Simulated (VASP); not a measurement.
# CaO (Fm-3m) in VASP: notebook

The runs below take CaO through relaxation of cell and atoms, single point, with LDA.

Program: VASP 6.6.1. These are calculated values, not measurements. Logs are shortened: lines on timing, memory, paths and dates and some standing lists are left out, and cuts for length are marked.

**1. The cell of the first run**

It takes space group Fm-3m (No. 225, cubic). Conventional cell: a = 4.708 Å, b = 4.708 Å, c = 4.708 Å, α = 90.00°, β = 90.00°, γ = 90.00°. Ca (site symmetry m-3m) has 6 O at 2.35 Å within 3.1 Å. O (site symmetry m-3m) has 6 Ca at 2.35 Å within 3.1 Å.

**2. Relaxation of cell and atoms, LDA, target pressure 15 GPa, at which the enthalpy is minimised**

INCAR

```
PREC = Accurate
ENCUT = 600
EDIFF = 1E-6
ISMEAR = 0
SIGMA = 0.01
LREAL = F
LASPH = T
NELM = 60
ALGO = Normal
ISIF = 3
LWAVE = F
LCHARG = F
IBRION = 2
NSW = 100
EDIFFG = -0.002
PSTRESS = 150.0
```

KPOINTS

```
regular mesh
0
Gamma
  8 8 8
```

POSCAR

```
CaO
1.0
    0.0000000000      2.3539483568      2.3539483568
    2.3539483568      0.0000000000      2.3539483568
    2.3539483568      2.3539483568      0.0000000000
Ca O
1 1
Direct
    0.0000000000      0.0000000000      0.0000000000
    0.5000000000      0.5000000000      0.5000000000
```

Potentials or basis: VASP PAW LDA potentials, release 64 (Ca_sv, O).

On the command line:

```console
> cat potpaw_LDA.64/Ca_sv/POTCAR potpaw_LDA.64/O/POTCAR > POTCAR
> mpirun -np 1 vasp_std > vasp.out
```

OUTCAR:

```text
PREC = Accurate
   ENCUT = 600
   EDIFF = 1E-6
   ISMEAR = 0
   LREAL = F
   LASPH = T
   NELM = 60
   ISIF = 3
   IBRION = 2
   NSW = 100
   EDIFFG = -0.002
   PSTRESS = 150.0

 ion  position               nearest neighbor table
   1  0.000  0.000  0.000-   2 2.35   2 2.35   2 2.35   2 2.35   2 2.35   2 2.35
   2  0.500  0.500  0.500-   1 2.35   1 2.35   1 2.35   1 2.35   1 2.35   1 2.35

  LATTYP: Found a face centered cubic cell.
 ALAT       =     4.7078967136

  Lattice vectors:

 A1 = (   0.0000000000,   2.3539483568,   2.3539483568)
 A2 = (   2.3539483568,   0.0000000000,   2.3539483568)
 A3 = (   2.3539483568,   2.3539483568,   0.0000000000)

Analysis of symmetry for initial positions (statically):
=====================================================================
 Subroutine PRICEL returns:
 Original cell was already a primitive cell.

 Routine SETGRP: Setting up the symmetry group for a
 face centered cubic supercell.

 Subroutine GETGRP returns: Found 48 space group operations
 (whereof 48 operations were pure point group operations)
 out of a pool of 48 trial point group operations.

The static configuration has the point symmetry O_h .

Analysis of symmetry for dynamics (positions and initial velocities):
=====================================================================
 Subroutine PRICEL returns:
 Original cell was already a primitive cell.

 Routine SETGRP: Setting up the symmetry group for a
 face centered cubic supercell.

 Subroutine GETGRP returns: Found 48 space group operations
 (whereof 48 operations were pure point group operations)
 out of a pool of 48 trial point group operations.

The dynamic configuration has the point symmetry O_h .

 Subroutine INISYM returns: Found 48 space group operations
 (whereof 48 operations are pure point group operations),
 and found     1 'primitive' translations

----------------------------------------------------------------------------------------

                                     Primitive cell

  volume of cell :      26.0868

  direct lattice vectors                    reciprocal lattice vectors
     0.000000000  2.353948357  2.353948357    -0.212409078  0.212409078  0.212409078
     2.353948357  0.000000000  2.353948357     0.212409078 -0.212409078  0.212409078
     2.353948357  2.353948357  0.000000000     0.212409078  0.212409078 -0.212409078

  length of vectors
     3.328985691  3.328985691  3.328985691     0.367903315  0.367903315  0.367903315

  position of ions in fractional coordinates (direct lattice)
     0.000000000  0.000000000  0.000000000
     0.500000000  0.500000000  0.500000000

  ion indices of the primitive-cell ions
   primitive index   ion index
                 1           1
                 2           2

----------------------------------------------------------------------------------------

 KPOINTS: regular mesh

Automatic generation of k-mesh.
 Grid dimensions read from file:
 generate k-points for:    8    8    8

 Generating k-lattice:

  Cartesian coordinates                     Fractional coordinates (reciprocal lattice)
    -0.026551135  0.026551135  0.026551135     0.125000000  0.000000000  0.000000000
     0.026551135 -0.026551135  0.026551135     0.000000000  0.125000000  0.000000000
     0.026551135  0.026551135 -0.026551135     0.000000000  0.000000000  0.125000000

  Length of vectors
     0.045987914  0.045987914  0.045987914

  Shift w.r.t. Gamma in fractional coordinates (k-lattice)
     0.000000000  0.000000000  0.000000000

 Subroutine IBZKPT returns following result:
 ===========================================

 Found     29 irreducible k-points:

 Following reciprocal coordinates:
            Coordinates               Weight
  0.000000  0.000000  0.000000      1.000000
  0.125000  0.000000  0.000000      8.000000
  0.250000  0.000000  0.000000      8.000000
  0.375000  0.000000  0.000000      8.000000
  0.500000  0.000000  0.000000      4.000000
  0.125000  0.125000  0.000000      6.000000
[... 16 lines left out ...]
  0.500000  0.250000  0.125000     48.000000
 -0.375000  0.250000  0.125000     24.000000
 [... further k-points ...]
   k-points           NKPTS =     29   k-points in BZ     NKDIM =     29   number of bands    NBANDS=     12
   number of dos      NEDOS =    301   number of ions     NIONS =      2
   total plane-waves  NPLWV =  21952
   dimension x,y,z NGX =    28 NGY =   28 NGZ =   28
   dimension x,y,z NGXF=    56 NGYF=   56 NGZF=   56
   ions per type =               1   1
   NGX,Y,Z   is equivalent  to a cutoff of  13.98, 13.98, 13.98 a.u.
   NGXF,Y,Z  is equivalent  to a cutoff of  27.97, 27.97, 27.97 a.u.
 SYSTEM =  unknown system
   PREC   = accura    normal or accurate (medium, high low for compatibility)
   ISTART =      0    job   : 0-new  1-cont  2-samecut
   ICHARG =      2    charge: 1-file 2-atom 10-const
   ISPIN  =      1    spin polarized calculation?
   LNONCOLLINEAR =      F non collinear calculations
   LSORBIT =      F    spin-orbit coupling
   LASPH  =      T    aspherical Exc in radial PAW
   ENCUT  =  600.0 eV  44.10 Ry    6.64 a.u.   6.65  6.65  6.65*2*pi/ulx,y,z
   NELM   =     60;   NELMIN=  2; NELMDL= -5     # of ELM steps
   EDIFF  = 0.1E-05   stopping-criterion for ELM
   LREAL  =      F    real-space projection
   EDIFFG = -.2E-02   stopping-criterion for IOM
   NSW    =    100    number of steps for IOM
   IBRION =      2    ionic relax: 0-MD 1-quasi-New 2-CG
   NFREE  =      1    steps in history (QN), initial steepest desc. (CG)
   ISIF   =      3    stress and relaxation
   ISYM   =      2    0-nonsym 1-usesym 2-fastsym
   POTIM  = 0.5000    time-step for ionic-motion
   TEBEG  =    0.0;   TEEND  =   0.0 temperature during run
   PSTRESS=  150.0 pullay stress
   NELECT =      16.0000    total number of electrons
   NUPDOWN=      -1.0000    fix difference up-down
   EMIN   =  10.00;   EMAX   =-10.00  energy-range for DOS
   EFERMI =   0.00;   METHOD = LEGACY
   ISMEAR =     0;   SIGMA  =   0.01  broadening in eV -4-tet -1-fermi 0-gaus
   EFERMI_NEDOS =   21; number of points for ismear=-14 and -15
   IALGO  =     38    algorithm
   IMIX   =      4    mixing-type and parameters
     AMIX     =   0.40;   BMIX     =  1.00
     AMIX_MAG =   1.60;   BMIX_MAG =  1.00
  volume/ion in A,a.u.               =      13.04        88.02
  Fermi-wavevector in a.u.,A,eV,Ry     =   1.390938  2.628492 26.323322  1.934710
  Thomas-Fermi vector in A             =   2.514825
   LORBIT       =      0    0 simple, 1 ext, 2 COOP (PROOUT), +10 PAW based schemes
   GGA     = CA    functional components
   LHFCALC =     F    Hartree Fock is set to
   AEXX    =    0.0000 exact exchange contribution
   IVDW    =     0    specifies the selected vdW correction
   LEPSILON=     F    determine dielectric tensor
   LRPA    =     F    only Hartree local field effects (RPA)
 conjugate gradient relaxation of ions
 non-spin polarized calculation
 Gauss-broadening in eV      SIGMA  =   0.01
  energy-cutoff  :      600.00
  volume of cell :       26.09
 maximum number of plane-waves:       893
   NGX = 13   NGY = 13   NGZ = 13

--------------------------------------- Ionic step        1  -------------------------------------------

 number of electron      15.9999999 magnetization

 Free energy of the ion-electron system (eV)
  ---------------------------------------------------
  ext. energy  EPLUGINS =         0.00000000
  ---------------------------------------------------
  free energy    TOTEN  =       -14.22306051 eV

  energy without entropy =      -14.22306051  energy(sigma->0) =      -14.22306051

------------------------ aborting loop because EDIFF is reached ----------------------------------------

  FORCE on cell =-STRESS in cart. coord.  units (eV):
  Direction    XX          YY          ZZ          XY          YZ          ZX
  --------------------------------------------------------------------------------------
  -------------------------------------------------------------------------------------
  Total        0.1332626      0.1332626      0.1332626      0.0000000      0.0000000      0.0000000
  in kB        8.1846088      8.1846088      8.1846088      0.0000000      0.0000000      0.0000000
  external PRESSURE =    -141.8153912 kB  Pullay stress =     150.0000000 kB
[... 137 lines left out ...]
  enthalpy is  TOTEN    =       -11.8856215073 eV   P V=        2.2349623246

--------------------------------------- Ionic step        5  -------------------------------------------

 number of electron      16.0000002 magnetization

 Free energy of the ion-electron system (eV)
  ---------------------------------------------------
  ext. energy  EPLUGINS =         0.00000000
  ---------------------------------------------------
  free energy    TOTEN  =       -14.12197296 eV

  energy without entropy =      -14.12197296  energy(sigma->0) =      -14.12197296

 E-fermi :   3.0281     XC(G=0): -11.7863

 val. band max:        2.9607983628   @ k =   0.0000   0.0000   0.0000
 cond. band min:       6.2889377693   @ k =   0.5000   0.5000   0.0000
 fundamental gap:      3.3281394065
 Fermi energy:         3.0281233035

 k-point     1 :       0.0000    0.0000    0.0000
  band No.  band energies     occupation
      1     -33.5634      2.00000
      2     -14.4495      2.00000
      3     -14.4495      2.00000
      4     -14.4495      2.00000
      5     -12.5410      2.00000
      6       2.9608      2.00000
      7       2.9608      2.00000
      8       2.9608      2.00000
      9       8.8493      0.00000
     10       9.3861      0.00000
     11       9.3861      0.00000
     12       9.3861      0.00000
[... 331 lines left out ...]
 k-point    24 :      -0.3750    0.2500    0.1250
  band No.  band energies     occupation
      1     -33.3147      2.00000
      2     -16.0907      2.00000
      3     -14.8659      2.00000
      4     -14.6648      2.00000
      5     -11.0204      2.00000
      6       0.6156      2.00000
      7       1.6533      2.00000
      8       1.6686      2.00000
      9      10.1745      0.00000
     10      10.2460      0.00000
     11      12.5636      0.00000
     12      13.0710      0.00000

 [... further k-points ...]

------------------------ aborting loop because EDIFF is reached ----------------------------------------

  FORCE on cell =-STRESS in cart. coord.  units (eV):
  Direction    XX          YY          ZZ          XY          YZ          ZX
  --------------------------------------------------------------------------------------
  -------------------------------------------------------------------------------------
  Total        2.2328049      2.2328049      2.2328049     -0.0000000     -0.0000000      0.0000000
  in kB      149.7625061    149.7625061    149.7625061     -0.0000000     -0.0000000      0.0000000
  external PRESSURE =      -0.2374939 kB  Pullay stress =     150.0000000 kB
[... 17 lines left out ...]
  FREE ENERGIE OF THE ION-ELECTRON SYSTEM (eV)
  ---------------------------------------------------
  free  energy   TOTEN  =       -14.1219729560 eV

  energy  without entropy=      -14.1219729560  energy(sigma->0) =      -14.12197296

  enthalpy is  TOTEN    =       -11.8856272495 eV   P V=        2.2363457065

 reached required accuracy - stopping structural energy minimisation
```

It took 48 s on 1 thread of Intel Xeon Platinum 8375C at 2.90GHz (Ice Lake), shared host; peak memory 0.15 GiB.

Results:

```
Free energy                                                : -14.1220 eV
Relaxed volume                                             : 11.94 Å³/atom
Relaxed cell                                               : a = 3.233 Å, b = 3.233 Å, c = 3.233 Å, α = 60.00°, β = 60.00°, γ = 60.00°
Space group after relaxing (to 0.1 Å)                      : Fm-3m (No. 225)
Energy change on relaxing (the run minimises the enthalpy) : +50.5 meV/atom
Ionic steps                                                : 5
Pressure after relaxing                                    : 15.0 GPa
Band gap on the k mesh                                     : 3.33 eV (least direct gap 3.64 eV)
```

The path:
| step | energy change (eV) | largest force (eV/Å) | pressure (GPa) | volume (Å³) |
| --- | --- | --- | --- | --- |
| 1 | 0.0000 | 0.0000 | 0.82 | 26.09 |
| 2 | 0.3871 | 0.0000 | 34.05 | 21.97 |
| 3 | 0.0985 | 0.0000 | 14.75 | 23.91 |
| 4 | 0.1025 | 0.0000 | 15.06 | 23.87 |
| 5 | 0.1011 | 0.0000 | 14.98 | 23.89 |

Final structure:
```
Ca O
1.0
     0.00000    2.28582    2.28582
     2.28582    0.00000    2.28582
     2.28582    2.28582    0.00000
Ca O
1 1
Direct
  0.00000 0.00000 0.00000
  0.50000 0.50000 0.50000
```

Caveat: the cell is relaxed towards a set pressure, so the run minimises the enthalpy, not the energy. LDA usually gives volumes a few per cent too small.

**3. Single point, LDA**

INCAR

```
SYSTEM = CaO
ALGO = Normal
EDIFF = 1E-7
ENCUT = 520
ISIF = 2
ISMEAR = -1
LASPH = .TRUE.
LCHARG = .TRUE.
LELF = .TRUE.
LREAL = .FALSE.
LVHAR = .TRUE.
LWAVE = .FALSE.
NBANDS = 15
NELM = 80
PREC = Accurate
SIGMA = 0.1
```

KPOINTS

```
k-points
0
G
  18 18 18
  0 0 0
```

POSCAR is that of step 2.

Potentials or basis: VASP PAW LDA potentials, release 64 (Ca_sv, O).

On the command line:

```console
> cat potpaw_LDA.64/Ca_sv/POTCAR potpaw_LDA.64/O/POTCAR > POTCAR
> mpirun -np 1 vasp_std > vasp.out
```

OUTCAR:

```text
SYSTEM = CaO
   EDIFF = 1E-7
   ENCUT = 520
   ISIF = 2
   ISMEAR = -1
   LASPH = .TRUE.
   LREAL = .FALSE.
   NELM = 80
   PREC = Accurate

 ion  position               nearest neighbor table
   1  0.000  0.000  0.000-   2 2.35   2 2.35   2 2.35   2 2.35   2 2.35   2 2.35
   2  0.500  0.500  0.500-   1 2.35   1 2.35   1 2.35   1 2.35   1 2.35   1 2.35

  LATTYP: Found a face centered cubic cell.
 ALAT       =     4.7078967136

  Lattice vectors:

 A1 = (   0.0000000000,   2.3539483568,   2.3539483568)
 A2 = (   2.3539483568,   0.0000000000,   2.3539483568)
 A3 = (   2.3539483568,   2.3539483568,   0.0000000000)

[... 616 lines left out ...]

  FORCE on cell =-STRESS in cart. coord.  units (eV):
  Direction    XX          YY          ZZ          XY          YZ          ZX
  --------------------------------------------------------------------------------------
  -------------------------------------------------------------------------------------
  Total        0.1602469      0.1602469      0.1602469     -0.0000000      0.0000000      0.0000000
  in kB        9.8419131      9.8419131      9.8419131     -0.0000000      0.0000000      0.0000000
  external PRESSURE =       9.8419131 kB  Pullay stress =       0.0000000 kB

 VOLUME and BASIS-vectors are now :
 -----------------------------------------------------------------------------
  energy-cutoff  :      520.00
  volume of cell :       26.09
      direct lattice vectors                 reciprocal lattice vectors
     0.000000000  2.353948357  2.353948357    -0.212409078  0.212409078  0.212409078
     2.353948357  0.000000000  2.353948357     0.212409078 -0.212409078  0.212409078
     2.353948357  2.353948357  0.000000000     0.212409078  0.212409078 -0.212409078

 POSITION                                       TOTAL-FORCE (eV/Angst)
 -----------------------------------------------------------------------------------
      0.00000      0.00000      0.00000         0.000000      0.000000     -0.000000
      2.35395      2.35395      2.35395         0.000000      0.000000      0.000000
 -----------------------------------------------------------------------------------
    total drift:                                0.000000      0.000000      0.000000

  FREE ENERGIE OF THE ION-ELECTRON SYSTEM (eV)
  ---------------------------------------------------
  free  energy   TOTEN  =       -14.2203612545 eV

  energy  without entropy=      -14.2203612520  energy(sigma->0) =      -14.22036125
```

stdout:

```text
POSCAR found type information on POSCAR CaO
 POSCAR found :  2 types and       2 ions
 scaLAPACK will be used
 LDA part: xc-table for (Slater(with rela. corr.)+CA(PZ))
 , standard interpolation
 POSCAR, INCAR and KPOINTS ok, starting setup
 FFT: planning ... GRIDC
 FFT: planning ... GRID_SOFT
 FFT: planning ... GRID
 WAVECAR not read
 entering main loop
```

Run time: 86 s. Hardware: 1 thread of Oxide Virtual Turin-like, shared host; peak memory 0.17 GiB.

Results:

| Item | Value |
| --- | --- |
| Free energy | -14.2204 eV |
| Pressure | 1.0 GPa |
| Band gap on the k mesh | 3.42 eV (least direct gap 3.78 eV) |
